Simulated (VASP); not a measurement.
Here is a VASP 6.6.1 calculation.

File INCAR:

```
SYSTEM = Zr
  ALGO = Normal
  EDIFF = 1E-8
  ENCUT = 520
  GGA = PE
  ISIF = 2
  ISMEAR = -1
  LASPH = .True.
  LCHARG = .False.
  LEFG = .True.
  LREAL = .False.
  LWAVE = .False.
  NBANDS = 19
  NELM = 80
  PREC = Accurate
  SIGMA = 0.08
```

The input KPOINTS:

```
k-points
0
Gamma
  13 13 7
  0 0 0
```

File POSCAR:

```
Zr
1.0
    3.2319982225      0.0000000000      0.0000000000
   -1.6159991112      2.7989925656      0.0000000000
    0.0000000000      0.0000000000      5.1470000000
Zr
2
Direct
    0.3333333333      0.6666666667      0.2500000000
    0.6666666667      0.3333333333      0.7500000000
```

Potentials or basis: VASP PAW PBE potentials, release 64 (Zr_sv).

Launch:

```console
$ cat potpaw_PBE.64/Zr_sv/POTCAR > POTCAR
$ mpirun -np 1 vasp_std > vasp.out
```

Problem. Predict the band gap on the k mesh.

Solution. Zero (bands 12 and 13 overlap by 1.10 eV).

Problem. Estimate the pressure.

Solution. 0.5 GPa.

Stress tensor (GPa, compression positive):
```
0.27 0.00 0.00
0.00 0.27 0.00
0.00 0.00 0.95
```

Caveat: without QUAD_EFG the Cq values of the log hold for a quadrupole moment of 1 mb, not for the nuclei.
